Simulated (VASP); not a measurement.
A run of VASP 6.6.1 is set up as follows.

File INCAR:

```
PREC = Accurate ; ENCUT = 520
EDIFF = 1E-6 ; ISMEAR = 0
SIGMA = 0.05 ; LREAL = False
LASPH = True ; NELM = 80
ALGO = Normal ; ISIF = 2
LWAVE = False ; LCHARG = True
GGA = PS ; LELF = True
LVHAR = True ; NBANDS = 26
```

Contents of KPOINTS:

```
Automatic mesh
0
Gamma
  8 8 6
```

Contents of POSCAR:

```
ZnSe
1.0
    3.8287309347      0.0000000000      0.0000000000
    0.0000000000      3.8287309347      0.0000000000
    0.0000000000      0.0000000000      5.2575926485
Zn Se
2 2
Direct
    0.0000000000      0.0000000000      0.0000000000
    0.5000000000      0.5000000000      0.0000000000
    0.0000000000      0.5000000000      0.2139048092
    0.5000000000      0.0000000000      0.7860951908
```

Potentials or basis: VASP PAW PBE potentials, release 64 (Zn, Se).

Run with:

```console
$ cat potpaw_PBE.64/Zn/POTCAR potpaw_PBE.64/Se/POTCAR > POTCAR
$ mpirun -np 1 vasp_std > vasp.out
```

What does it give for the band gap on the k mesh?

1.13 eV.

Predict the pressure.

36.7 GPa.

Predict the largest force.

6.511 eV/Å.

Forces on the atoms (eV/Å):
```
Zn   0.000  0.000  0.000
Zn   0.000  0.000  0.000
Se   0.000  0.000  6.511
Se   0.000  0.000 -6.511
```

Caveat: the cell differs from its parent crystal (atoms shifted along a free coordinate); the cell stands under pressure; the PAW data sets were made with another functional, which shifts forces and pressure a little. A k mesh can miss the band edges.
